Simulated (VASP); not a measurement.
# Nb (Pm-3m) in VASP: further runs

Nb is run at these levels: PBEsol; tasks: single point.

Everything below comes from runs of VASP 6.6.1. Logs are shortened: lines on timing, memory, paths and dates and some standing lists are left out, and cuts for length are marked.

## (1) The cell of the first run

It takes space group Pm-3m (No. 221, cubic). Conventional cell: a = 2.382 Å, b = 2.382 Å, c = 2.382 Å, α = 90.00°, β = 90.00°, γ = 90.00°. Within 3.1 Å of Nb (site symmetry m-3m) lie 6 Nb at 2.38 Å.

## (2) Single point, PBEsol (volume scaled by 0.7)

Contents of INCAR:

```
ALGO = Normal ; EDIFF = 1E-6
ENCUT = 520 ; GGA = PS
ISIF = 2 ; ISMEAR = -1
LASPH = T ; LCHARG = F
LREAL = F ; LWAVE = F
NBANDS = 12 ; NELM = 100
PREC = Accurate ; SIGMA = 0.1
```

Contents of KPOINTS:

```
k-points
0
Gamma
  14 14 14
```

Contents of POSCAR:

```
Nb
1.0
    2.3823255814      0.0000000000      0.0000000000
    0.0000000000      2.3823255814      0.0000000000
    0.0000000000      0.0000000000      2.3823255814
Nb
1
Direct
    0.0000000000      0.0000000000      0.0000000000
```

Potentials or basis: VASP PAW PBE potentials, release 64 (Nb_sv).

The run is started by

```bash
$ cat potpaw_PBE.64/Nb_sv/POTCAR > POTCAR
$ mpirun -np 1 vasp_std > vasp.out
```

OUTCAR:

```text
EDIFF = 1E-6
   ENCUT = 520
   GGA = PS
   ISIF = 2
   ISMEAR = -1
   LASPH = T
   LREAL = F
   NELM = 100
   PREC = Accurate

 ion  position               nearest neighbor table
   1  0.000  0.000  0.000-

  LATTYP: Found a simple cubic cell.
 ALAT       =     2.3823255814

  Lattice vectors:

 A1 = (   2.3823255814,   0.0000000000,   0.0000000000)
 A2 = (   0.0000000000,   2.3823255814,   0.0000000000)
 A3 = (   0.0000000000,   0.0000000000,   2.3823255814)

Analysis of symmetry for initial positions (statically):
=====================================================================
 Subroutine PRICEL returns:
 Original cell was already a primitive cell.

 Routine SETGRP: Setting up the symmetry group for a
 simple cubic supercell.

 Subroutine GETGRP returns: Found 48 space group operations
 (whereof 48 operations were pure point group operations)
 out of a pool of 48 trial point group operations.

The static configuration has the point symmetry O_h .

Analysis of symmetry for dynamics (positions and initial velocities):
=====================================================================
 Subroutine PRICEL returns:
 Original cell was already a primitive cell.

 Routine SETGRP: Setting up the symmetry group for a
 simple cubic supercell.

 Subroutine GETGRP returns: Found 48 space group operations
 (whereof 48 operations were pure point group operations)
 out of a pool of 48 trial point group operations.

The dynamic configuration has the point symmetry O_h .

 Subroutine INISYM returns: Found 48 space group operations
 (whereof 48 operations are pure point group operations),
 and found     1 'primitive' translations

----------------------------------------------------------------------------------------

                                     Primitive cell

  volume of cell :      13.5208

  direct lattice vectors                    reciprocal lattice vectors
     2.382325581  0.000000000  0.000000000     0.419757907  0.000000000  0.000000000
     0.000000000  2.382325581  0.000000000     0.000000000  0.419757907  0.000000000
     0.000000000  0.000000000  2.382325581     0.000000000  0.000000000  0.419757907

  length of vectors
     2.382325581  2.382325581  2.382325581     0.419757907  0.419757907  0.419757907

  position of ions in fractional coordinates (direct lattice)
     0.000000000  0.000000000  0.000000000

  ion indices of the primitive-cell ions
   primitive index   ion index
[... 72 lines left out ...]
   NELM   =    100;   NELMIN=  2; NELMDL= -5     # of ELM steps
   EDIFF  = 0.1E-05   stopping-criterion for ELM
   LREAL  =      F    real-space projection
[... 7 lines left out ...]
   TEBEG  =    0.0;   TEEND  =   0.0 temperature during run
   PSTRESS=    0.0 pullay stress
   NELECT =      13.0000    total number of electrons
   NUPDOWN=      -1.0000    fix difference up-down
   EMIN   =  10.00;   EMAX   =-10.00  energy-range for DOS
   EFERMI =   0.00;   METHOD = LEGACY
   ISMEAR =    -1;   SIGMA  =   0.10  broadening in eV -4-tet -1-fermi 0-gaus
   EFERMI_NEDOS =   21; number of points for ismear=-14 and -15
   IALGO  =     38    algorithm
   IMIX   =      4    mixing-type and parameters
     AMIX     =   0.40;   BMIX     =  1.00
     AMIX_MAG =   1.60;   BMIX_MAG =  1.00
  volume/ion in A,a.u.               =      13.52        91.24
  Fermi-wavevector in a.u.,A,eV,Ry     =   1.615802  3.053423 35.522314  2.610816
  Thomas-Fermi vector in A             =   2.710491
   LORBIT       =      0    0 simple, 1 ext, 2 COOP (PROOUT), +10 PAW based schemes
   GGA     = PS    functional components
   LHFCALC =     F    Hartree Fock is set to
   AEXX    =    0.0000 exact exchange contribution
   IVDW    =     0    specifies the selected vdW correction
   LEPSILON=     F    determine dielectric tensor
   LRPA    =     F    only Hartree local field effects (RPA)
 non-spin polarized calculation
  energy-cutoff  :      520.00
  volume of cell :       13.52
 maximum number of plane-waves:       378
 NGX is ok and might be reduce to    18
   NGX =  9   NGY =  9   NGZ =  9

 number of electron      13.0000002 magnetization

 Free energy of the ion-electron system (eV)
  ---------------------------------------------------
  ext. energy  EPLUGINS =         0.00000000
  ---------------------------------------------------
  free energy    TOTEN  =        -8.56836759 eV

  energy without entropy =       -8.54421933  energy(sigma->0) =       -8.55629346

 E-fermi :  15.8784     XC(G=0): -14.0805

 val. band max:       15.8749513411   @ k =   0.5000   0.1429   0.1429
 cond. band min:      15.8986101458   @ k =   0.4286   0.2143   0.1429
 fundamental gap:      0.0236588047
 Fermi energy:        15.8784165022

 k-point     1 :       0.0000    0.0000    0.0000
  band No.  band energies     occupation
      1     -39.3223      2.00000
      2     -13.0866      2.00000
      3     -13.0866      2.00000
      4     -13.0866      2.00000
      5       9.6062      2.00000
      6      10.9548      2.00000
      7      10.9548      2.00000
      8      23.7250      0.00000
      9      23.7250      0.00000
     10      23.7250      0.00000
     11      34.2124      0.00000
     12      34.2124      0.00000
[... 331 lines left out ...]
 k-point    24 :       0.3571    0.2143    0.0000
  band No.  band energies     occupation
      1     -38.4802      2.00000
      2     -16.2567      2.00000
      3     -14.3956      2.00000
      4     -12.5861      2.00000
      5      12.3473      2.00000
      6      13.1242      2.00000
      7      16.5757      0.00187
      8      19.1618      0.00000
      9      20.5349      0.00000
     10      21.7277      0.00000
     11      29.2635      0.00000
     12      34.5430      0.00000

 [... further k-points ...]

------------------------ aborting loop because EDIFF is reached ----------------------------------------

  FORCE on cell =-STRESS in cart. coord.  units (eV):
  Direction    XX          YY          ZZ          XY          YZ          ZX
  --------------------------------------------------------------------------------------
  -------------------------------------------------------------------------------------
  Total        8.6304013      8.6304013      8.6304013      0.0000000     -0.0000000      0.0000000
  in kB     1022.6763851   1022.6763851   1022.6763851      0.0000000     -0.0000000      0.0000000
  external PRESSURE =    1022.6763851 kB  Pullay stress =       0.0000000 kB

 VOLUME and BASIS-vectors are now :
 -----------------------------------------------------------------------------
  energy-cutoff  :      520.00
  volume of cell :       13.52
      direct lattice vectors                 reciprocal lattice vectors
     2.382325581  0.000000000  0.000000000     0.419757907  0.000000000  0.000000000
     0.000000000  2.382325581  0.000000000     0.000000000  0.419757907  0.000000000
     0.000000000  0.000000000  2.382325581     0.000000000  0.000000000  0.419757907

 POSITION                                       TOTAL-FORCE (eV/Angst)
 -----------------------------------------------------------------------------------
      0.00000      0.00000      0.00000         0.000000      0.000000      0.000000
 -----------------------------------------------------------------------------------
    total drift:                               -0.000000      0.000000     -0.000000

  FREE ENERGIE OF THE ION-ELECTRON SYSTEM (eV)
  ---------------------------------------------------
  free  energy   TOTEN  =        -8.5683675923 eV

  energy  without entropy=       -8.5442193285  energy(sigma->0) =       -8.55629346
```

OSZICAR:

```text
N       E                     dE             d eps       ncg     rms          rms(c)
DAV:   1     0.127448199690E+03    0.12745E+03   -0.75266E+03  2896   0.112E+03
DAV:   2    -0.382888404183E+01   -0.13128E+03   -0.12523E+03  3052   0.410E+02
DAV:   3    -0.840105330971E+01   -0.45722E+01   -0.42948E+01  4164   0.684E+01
DAV:   4    -0.864293571083E+01   -0.24188E+00   -0.24063E+00  3820   0.138E+01
DAV:   5    -0.865526357524E+01   -0.12328E-01   -0.12323E-01  4468   0.255E+00    0.126E+01
DAV:   6    -0.854483797495E+01    0.11043E+00   -0.25680E-01  4556   0.665E+00    0.574E+00
DAV:   7    -0.855923038239E+01   -0.14392E-01   -0.10959E-01  4620   0.428E+00    0.116E+00
DAV:   8    -0.856833672306E+01   -0.91063E-02   -0.19063E-02  3204   0.173E+00    0.156E-01
DAV:   9    -0.856834315740E+01   -0.64343E-05   -0.16662E-03  4204   0.346E-01    0.106E-01
DAV:  10    -0.856836251789E+01   -0.19360E-04   -0.22167E-04  3324   0.216E-01    0.430E-02
DAV:  11    -0.856836763012E+01   -0.51122E-05   -0.24685E-05  3328   0.656E-02    0.124E-03
DAV:  12    -0.856836759227E+01    0.37852E-07   -0.29365E-07  2500   0.659E-03
   1 F= -.85683676E+01 E0= -.85562935E+01  d E =-.241483E-01
```

stdout:

```text
POSCAR found type information on POSCAR Nb
 POSCAR found :  1 types and       1 ions
 scaLAPACK will be used
 -----------------------------------------------------------------------------
|                                                                             |
|                                                                             |
|     You enforced a specific xc type in the INCAR file but a different       |
|     I HOPE YOU KNOW WHAT YOU ARE DOING!                                     |
|                                                                             |
 -----------------------------------------------------------------------------

 LDA part: xc-table for (Slater+PW92), standard interpolation
 POSCAR, INCAR and KPOINTS ok, starting setup
 FFT: planning ... GRIDC
 FFT: planning ... GRID_SOFT
 FFT: planning ... GRID
 WAVECAR not read
 entering main loop
```

Wall time 10 s (1 thread of AMD EPYC 7R13 (Zen 3), shared host); peak memory 0.1 GiB.

Results:

```yaml
Free_energy: -8.5684 eV
Pressure: 102.3 GPa
```

Caveat: the PAW data sets were made with another functional, which shifts forces and pressure a little.

## (3) Single point, PBEsol (volume scaled by 0.7)

Contents of INCAR:

```
SYSTEM = Nb
PREC     = Accurate       ! precision mode
ENCUT    = 520            ! plane-wave cutoff, eV
EDIFF    = 1E-7           ! SCF threshold, eV
ISMEAR   = -1             ! smearing method
SIGMA    = 0.1            ! smearing width, eV
LREAL    = .False.        ! projectors in reciprocal space
LASPH    = .True.         ! aspherical terms in the spheres
NELM     = 80             ! most SCF steps
ALGO     = Normal         ! electronic algorithm
ISIF     = 2              ! what is computed and relaxed
LWAVE    = .False.        ! write WAVECAR
LCHARG   = .True.         ! write CHGCAR
GGA      = PS             ! functional
LELF     = .True.         ! ELF
LVHAR    = .True.       
NBANDS   = 12             ! bands
```

Contents of KPOINTS:

```
regular mesh
0
Gamma
  14 14 14
  0 0 0
```

POSCAR is that of step 2.

Potentials or basis: VASP PAW PBE potentials, release 64 (Nb_sv).

The run is started by

```bash
$ cat potpaw_PBE.64/Nb_sv/POTCAR > POTCAR
$ mpirun -np 1 vasp_std > vasp.out
```

It took 11 s on 1 thread of AMD EPYC 7R13 (Zen 3), shared host; peak memory 0.1 GiB.

Results (log left out):

```
Free energy : -8.5684 eV
Pressure    : 102.3 GPa
```

Levels at points of the mesh, in eV from the Fermi level:
```tsv
k point	band 3	band 4	band 5	band 6	band 7	band 8	band 9	band 10	band 11	band 12
(0.00, 0.00, 0.00)	-28.97	-28.97	-6.27	-4.92	-4.92	7.85	7.85	7.85	18.33	18.33
(0.50, 0.00, 0.00)	-28.53	-28.53	-3.46	-2.65	1.45	2.08	2.08	8.50	14.00	15.18
(0.50, 0.50, 0.00)	-32.35	-28.14	-7.36	-1.33	3.32	3.32	8.60	8.60	11.67	18.02
(0.50, 0.50, 0.50)	-31.73	-31.73	-4.89	-4.89	-4.89	6.35	12.13	12.13	19.30	19.30
```

Caveat: the PAW data sets were made with another functional, which shifts forces and pressure a little.
